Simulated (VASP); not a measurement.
# AlN (F-43m) in VASP: notebook

AlN is run at these levels: r2SCAN+rVV10; tasks: single point.

All numbers are computed with VASP 6.6.1; they aren't measurements. Logs are shortened: lines on timing, memory, paths and dates and some standing lists are left out, and cuts for length are marked.

### Step 1. The cell of the first run

It takes space group F-43m (No. 216, cubic). The conventional cell has a = 4.364 Å, b = 4.364 Å, c = 4.364 Å, α = 90.00°, β = 90.00°, γ = 90.00°. Within 2.5 Å of Al (site symmetry -43m) lie 4 N at 1.89 Å. Within 2.5 Å of N (site symmetry -43m) lie 4 Al at 1.89 Å.

### Step 2. Single point, r2SCAN+rVV10

The input, POSCAR:

```
AlN
1.0
    0.0000000000      2.1821857037      2.1821857037
    2.1821857037      0.0000000000      2.1821857037
    2.1821857037      2.1821857037      0.0000000000
Al N
1 1
Direct
    0.0000000000      0.0000000000      0.0000000000
    0.2500000000      0.2500000000      0.2500000000
```

The input, INCAR.step1:

```
PREC = Accurate ; ENCUT = 660
ISMEAR = 0 ; SIGMA = 0.02
LREAL = F ; LASPH = T
NELM = 120 ; NBANDS = 11
GGA = PE ; ALGO = Normal
EDIFF = 1E-5 ; LWAVE = T
LCHARG = F ; GGA_COMPAT = F
```

The input, INCAR.step2:

```
PREC = Accurate ; ENCUT = 660
EDIFF = 1E-6 ; ISMEAR = 0
SIGMA = 0.02 ; LREAL = F
LASPH = T ; NELM = 120
ALGO = Normal ; ISIF = 2
LWAVE = F ; LCHARG = T
METAGGA = R2SCAN ; LMIXTAU = T
LUSE_VDW = T ; IVDW_NL = 2
BPARAM = 11.95 ; CPARAM = 0.0093
LELF = T ; LVHAR = T
NBANDS = 11 ; ISTART = 1
GGA_COMPAT = F
```

The input, KPOINTS:

```
regular mesh
0
Gamma
  10 10 10
```

Potentials or basis: VASP PAW PBE potentials, release 64 (Al, N).

On the command line:

```bash
$ cat potpaw_PBE.64/Al/POTCAR potpaw_PBE.64/N/POTCAR > POTCAR
$ cp INCAR.step1 INCAR
$ mpirun -np 1 vasp_std > vasp.out
$ cp INCAR.step2 INCAR
$ mpirun -np 1 vasp_std > vasp.out
```

OUTCAR:

```text
PREC = Accurate
   ENCUT = 660
   EDIFF = 1E-6
   ISMEAR = 0
   LREAL = F
   LASPH = T
   NELM = 120
   ISIF = 2
   METAGGA = R2SCAN
   IVDW_NL = 2
   BPARAM = 11.95
   ISTART = 1

 ion  position               nearest neighbor table
   1  0.000  0.000  0.000-   2 1.89   2 1.89   2 1.89   2 1.89
   2  0.250  0.250  0.250-   1 1.89   1 1.89   1 1.89   1 1.89

  LATTYP: Found a face centered cubic cell.
 ALAT       =     4.3643714074

  Lattice vectors:

 A1 = (   0.0000000000,   2.1821857037,   2.1821857037)
 A2 = (   2.1821857037,   0.0000000000,   2.1821857037)
 A3 = (   2.1821857037,   2.1821857037,   0.0000000000)

Analysis of symmetry for initial positions (statically):
=====================================================================
 Subroutine PRICEL returns:
 Original cell was already a primitive cell.

 Routine SETGRP: Setting up the symmetry group for a
 face centered cubic supercell.

 Subroutine GETGRP returns: Found 24 space group operations
 (whereof 24 operations were pure point group operations)
 out of a pool of 48 trial point group operations.

The static configuration has the point symmetry T_d .

Analysis of symmetry for dynamics (positions and initial velocities):
=====================================================================
 Subroutine PRICEL returns:
 Original cell was already a primitive cell.

 Routine SETGRP: Setting up the symmetry group for a
 face centered cubic supercell.

 Subroutine GETGRP returns: Found 24 space group operations
 (whereof 24 operations were pure point group operations)
 out of a pool of 48 trial point group operations.

The dynamic configuration has the point symmetry T_d .

 Subroutine INISYM returns: Found 24 space group operations
 (whereof 24 operations are pure point group operations),
 and found     1 'primitive' translations

----------------------------------------------------------------------------------------

                                     Primitive cell

  volume of cell :      20.7829

  direct lattice vectors                    reciprocal lattice vectors
     0.000000000  2.182185704  2.182185704    -0.229128071  0.229128071  0.229128071
     2.182185704  0.000000000  2.182185704     0.229128071 -0.229128071  0.229128071
     2.182185704  2.182185704  0.000000000     0.229128071  0.229128071 -0.229128071

  length of vectors
     3.086076618  3.086076618  3.086076618     0.396861460  0.396861460  0.396861460
[... 82 lines left out ...]
   LREAL  =      F    real-space projection
[... 7 lines left out ...]
   TEBEG  =    0.0;   TEEND  =   0.0 temperature during run
   PSTRESS=    0.0 pullay stress
   NELECT =       8.0000    total number of electrons
   NUPDOWN=      -1.0000    fix difference up-down
   EMIN   =  10.00;   EMAX   =-10.00  energy-range for DOS
   EFERMI =   0.00;   METHOD = LEGACY
   ISMEAR =     0;   SIGMA  =   0.02  broadening in eV -4-tet -1-fermi 0-gaus
   EFERMI_NEDOS =   21; number of points for ismear=-14 and -15
   IALGO  =     38    algorithm
   IMIX   =      4    mixing-type and parameters
     AMIX     =   0.40;   BMIX     =  1.00
     AMIX_MAG =   1.60;   BMIX_MAG =  1.00
  volume/ion in A,a.u.               =      10.39        70.12
  Fermi-wavevector in a.u.,A,eV,Ry     =   1.190885  2.250446 19.295876  1.418207
  Thomas-Fermi vector in A             =   2.326959
   LORBIT       =      0    0 simple, 1 ext, 2 COOP (PROOUT), +10 PAW based schemes
   METAGGA = R2SCAN    functional components
   LHFCALC =     F    Hartree Fock is set to
   AEXX    =    0.0000 exact exchange contribution
   IVDW_NL    =     2    kernel type
   BPARAM     =11.9500
   IVDW    =     0    specifies the selected vdW correction
   LEPSILON=     F    determine dielectric tensor
   LRPA    =     F    only Hartree local field effects (RPA)
 non-spin polarized calculation
 Gauss-broadening in eV      SIGMA  =   0.02
  energy-cutoff  :      660.00
  volume of cell :       20.78
 maximum number of plane-waves:       821
 NGX is ok and might be reduce to    28
   NGX = 13   NGY = 13   NGZ = 13

 number of electron       7.9999999 magnetization

 Free energy of the ion-electron system (eV)
  ---------------------------------------------------
  ext. energy  EPLUGINS =         0.00000000
  ---------------------------------------------------
  free energy    TOTEN  =       -18.99274129 eV

  energy without entropy =      -18.99274129  energy(sigma->0) =      -18.99274129

 E-fermi :   5.9201     XC(G=0): -11.4669

 val. band max:        5.7092324045   @ k =   0.0000   0.0000   0.0000
 cond. band min:       9.6019396130   @ k =   0.5000   0.5000   0.0000
 fundamental gap:      3.8927072086
 Fermi energy:         5.9201101354

 k-point     1 :       0.0000    0.0000    0.0000
  band No.  band energies     occupation
      1     -10.0554      2.00000
      2       5.7092      2.00000
      3       5.7092      2.00000
      4       5.7092      2.00000
      5      10.5862      0.00000
      6      19.2338      0.00000
      7      19.2338      0.00000
      8      19.2338      0.00000
      9      24.2471      0.00000
     10      24.2471      0.00000
     11      25.9392      0.00000
[... 309 lines left out ...]
 k-point    24 :       0.4000    0.3000    0.0000
  band No.  band energies     occupation
      1      -8.0548      2.00000
      2       1.4996      2.00000
      3       3.9817      2.00000
      4       4.2763      2.00000
      5      11.2493      0.00000
      6      16.1118      0.00000
      7      19.0135      0.00000
      8      21.3949      0.00000
      9      21.9677      0.00000
     10      28.1677      0.00000
     11      30.5950      0.00000

 [... further k-points ...]

------------------------ aborting loop because EDIFF is reached ----------------------------------------

  FORCE on cell =-STRESS in cart. coord.  units (eV):
  Direction    XX          YY          ZZ          XY          YZ          ZX
  --------------------------------------------------------------------------------------
  -------------------------------------------------------------------------------------
  Total       -0.0328692     -0.0328692     -0.0328692     -0.0000000     -0.0000000     -0.0000000
  in kB       -2.5339307     -2.5339307     -2.5339307     -0.0000000     -0.0000000     -0.0000000
  external PRESSURE =      -2.5339307 kB  Pullay stress =       0.0000000 kB

 VOLUME and BASIS-vectors are now :
 -----------------------------------------------------------------------------
  energy-cutoff  :      660.00
  volume of cell :       20.78
      direct lattice vectors                 reciprocal lattice vectors
     0.000000000  2.182185704  2.182185704    -0.229128071  0.229128071  0.229128071
     2.182185704  0.000000000  2.182185704     0.229128071 -0.229128071  0.229128071
     2.182185704  2.182185704  0.000000000     0.229128071  0.229128071 -0.229128071

 POSITION                                       TOTAL-FORCE (eV/Angst)
 -----------------------------------------------------------------------------------
      0.00000      0.00000      0.00000        -0.000000     -0.000000     -0.000000
      1.09109      1.09109      1.09109         0.000000      0.000000      0.000000
 -----------------------------------------------------------------------------------
    total drift:                                0.000000      0.000000      0.000000

  FREE ENERGIE OF THE ION-ELECTRON SYSTEM (eV)
  ---------------------------------------------------
  free  energy   TOTEN  =       -18.9927412920 eV

  energy  without entropy=      -18.9927412920  energy(sigma->0) =      -18.99274129
```

OUTCAR.step1:

```text
PREC = Accurate
   ENCUT = 660
   ISMEAR = 0
   LREAL = F
   LASPH = T
[... 557 lines left out ...]
 -----------------------------------------------------------------------------------
      0.00000      0.00000      0.00000         0.000000      0.000000      0.000000
      1.09109      1.09109      1.09109        -0.000000     -0.000000     -0.000000
 -----------------------------------------------------------------------------------
    total drift:                                0.000000      0.000000      0.000000

  FREE ENERGIE OF THE ION-ELECTRON SYSTEM (eV)
  ---------------------------------------------------
  free  energy   TOTEN  =       -14.8423704658 eV

  energy  without entropy=      -14.8423704658  energy(sigma->0) =      -14.84237047
```

OSZICAR.step1:

```text
N       E                     dE             d eps       ncg     rms          rms(c)
DAV:   1     0.179269767478E+02    0.17927E+02   -0.44401E+03  1034   0.747E+02
DAV:   2    -0.159099829703E+02   -0.33837E+02   -0.32006E+02  1245   0.169E+02
DAV:   3    -0.172213714263E+02   -0.13114E+01   -0.13092E+01  1304   0.310E+01
DAV:   4    -0.172293109027E+02   -0.79395E-02   -0.79382E-02  1190   0.254E+00
DAV:   5    -0.172294145079E+02   -0.10361E-03   -0.10360E-03  1270   0.284E-01    0.863E+00
DAV:   6    -0.148520965448E+02    0.23773E+01   -0.11892E+01  1309   0.189E+01    0.280E+00
DAV:   7    -0.148487297452E+02    0.33668E-02   -0.17243E-01  1172   0.321E+00    0.204E+00
DAV:   8    -0.148436938197E+02    0.50359E-02   -0.27868E-02  1154   0.176E+00    0.575E-01
DAV:   9    -0.148423215322E+02    0.13723E-02   -0.36408E-03  1264   0.405E-01    0.232E-01
DAV:  10    -0.148423628315E+02   -0.41299E-04   -0.54289E-04  1166   0.156E-01    0.223E-02
DAV:  11    -0.148423704658E+02   -0.76343E-05   -0.25274E-05  1202   0.343E-02
   1 F= -.14842370E+02 E0= -.14842370E+02  d E =-.199306E-32
```

It took 57 s on 1 thread of Intel Xeon 6975P-C (Granite Rapids), shared host; peak memory 0.25 GiB.

What came out:

* Free energy: -18.9927 eV
* Pressure: -0.3 GPa
* Band gap on the k mesh: 3.89 eV (least direct gap 4.88 eV)

Caveat: the PAW data sets were made with another functional, which shifts forces and pressure a little. A k mesh can miss the band edges.

### Step 3. Single point, r2SCAN+rVV10

POSCAR is that of step 2.

The input, INCAR.step1:

```
SYSTEM = AlN
PREC     = Accurate       ! precision mode
ENCUT    = 660            ! plane-wave cutoff, eV
ISMEAR   = 0              ! smearing method
SIGMA    = 0.02           ! smearing width, eV
LREAL    = .False.        ! projectors in reciprocal space
LASPH    = .True.         ! aspherical terms in the spheres
NELM     = 120            ! most SCF steps
NBANDS   = 11             ! bands
GGA      = PE             ! functional
ALGO     = Normal         ! electronic algorithm
EDIFF    = 1E-5           ! SCF threshold, eV
LWAVE    = .True.         ! write WAVECAR
LCHARG   = .False.        ! write CHGCAR
GGA_COMPAT= .False.
```

The input, INCAR.step2:

```
SYSTEM = AlN
PREC     = Accurate       ! precision mode
ENCUT    = 660            ! plane-wave cutoff, eV
EDIFF    = 1E-6           ! SCF threshold, eV
ISMEAR   = 0              ! smearing method
SIGMA    = 0.02           ! smearing width, eV
LREAL    = .False.        ! projectors in reciprocal space
LASPH    = .True.         ! aspherical terms in the spheres
NELM     = 120            ! most SCF steps
ALGO     = Normal         ! electronic algorithm
ISIF     = 2              ! what is computed and relaxed
LWAVE    = .False.        ! write WAVECAR
LCHARG   = .False.        ! write CHGCAR
METAGGA  = R2SCAN         ! meta-GGA
LMIXTAU  = .True.       
LUSE_VDW = .True.       
IVDW_NL  = 2            
BPARAM   = 11.95        
CPARAM   = 0.0093       
NBANDS   = 11             ! bands
ISTART   = 1            
GGA_COMPAT= .False.
```

The input, KPOINTS:

```
Automatic mesh
0
Gamma
  10 10 10
  0 0 0
```

Potentials or basis: VASP PAW PBE potentials, release 64 (Al, N).

On the command line:

```bash
$ cat potpaw_PBE.64/Al/POTCAR potpaw_PBE.64/N/POTCAR > POTCAR
$ cp INCAR.step1 INCAR
$ mpirun -np 1 vasp_std > vasp.out
$ cp INCAR.step2 INCAR
$ mpirun -np 1 vasp_std > vasp.out
```

It took 60 s on 1 thread of Intel Xeon 6975P-C (Granite Rapids), shared host; peak memory 0.25 GiB.

The run converged. Its results:

* Free energy: -18.9927 eV
* Pressure: -0.3 GPa
* Band gap on the k mesh: 3.89 eV (least direct gap 4.88 eV)

Levels at points of the mesh, in eV from the valence-band top:
| k point | band 1 | band 2 | band 3 | band 4 | band 5 | band 6 | band 7 | band 8 | band 9 |
| --- | --- | --- | --- | --- | --- | --- | --- | --- | --- |
| (0.00, 0.00, 0.00) | -15.76 | 0.00 | 0.00 | 0.00 | 4.88 | 13.52 | 13.52 | 13.52 | 18.54 |
| (0.50, 0.00, 0.00) | -13.74 | -5.93 | -0.49 | -0.49 | 8.20 | 10.81 | 11.93 | 11.93 | 19.31 |
| (0.50, 0.50, 0.00) | -13.10 | -4.97 | -1.81 | -1.81 | 3.89 | 9.46 | 15.21 | 16.96 | 16.96 |

Caveat: the PAW data sets were made with another functional, which shifts forces and pressure a little.
